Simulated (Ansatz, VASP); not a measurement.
## One calculation of GaSb3, two programs

The input INCAR:

```
ALGO = Normal
EDIFF = 1E-7
ENCUT = 520
GGA = CA
ISIF = 2
ISMEAR = 0
LASPH = T
LCHARG = F
LREAL = F
LWAVE = F
NBANDS = 22
NELM = 80
PREC = Accurate
SIGMA = 0.15
```

The input KPOINTS:

```
k-points
0
Gamma
  10 10 10
```

Contents of POSCAR:

```
GaSb3
1.0
    0.0000000000      3.6220011279      3.8874938106
    3.6220011279      0.0000000000      3.8874938106
    3.6220011279      3.6220011279      0.0000000000
Ga Sb
1 3
Direct
    0.0000000000      0.0000000000      0.0000000000
    0.2500000000      0.2500000000      0.2500000000
    0.7500000000      0.7500000000      0.7500000000
    0.5000000000      0.5000000000      0.5000000000
```

Input for Ansatz:

```yaml
crystal:
  lattice:
    - [0.0, 3.6220011279, 3.8874938106]
    - [3.6220011279, 0.0, 3.8874938106]
    - [3.6220011279, 3.6220011279, 0.0]
  atoms:
    - { symbol: Ga, position: [0.0, 0.0, 0.0] }
    - { symbol: Sb, position: [0.25, 0.25, 0.25] }
    - { symbol: Sb, position: [0.75, 0.75, 0.75] }
    - { symbol: Sb, position: [0.5, 0.5, 0.5] }
basis:
  ecutwfc: 420
kpoints:
  mp_grid: { grid: [10, 10, 10] }
hamiltonian:
  xc: lda
  pseudopotentials: { kind: paw, azcp: { folder: soft_1 } }
scf:
  occupations: { method: gaussian, width: 0.15 }
output:
  forces: true
  stress: true
  eigenvalues: true
```

Change from the starting cell: engineering shear strain xz +0.0000, normal strain along z +0.0733.

Alike in both runs: task single point; functional LDA; k mesh 10 × 10 × 10; occupations gaussian, width 0.15 eV; no spin polarisation.

```csv
,VASP,Ansatz
version,VASP 6.6.1,Ansatz 0.2.0
potentials or method,"VASP PAW LDA potentials, release 64 (Ga_d, Sb), cutoff 520 eV","scalar-relativistic, plane waves, PAW"
valence electrons in the cell,28,58
```

|  | VASP | Ansatz | Ansatz less VASP |
| --- | --- | --- | --- |
| gap on the k mesh at the Fermi level (eV) | none | none | - |
| pressure (GPa) | -3.7 | -3.7 | -0.04 |
| traceless stress, the component that is largest in VASP (GPa) | -1.11 | -1.08 | +0.030 |

Ansatz warns that its potentials were made for another functional, while VASP's fit it. LDA's correlation is that of Perdew and Zunger in VASP and of Perdew and Wang (1992) in Ansatz. A gap of «none» marks a metal or a gap that the smearing closes. VASP's potentials hold 28 valence electrons a cell and Ansatz's 58, so a difference there can come from the potentials and not from the codes.

Spin-orbit coupling is off throughout.
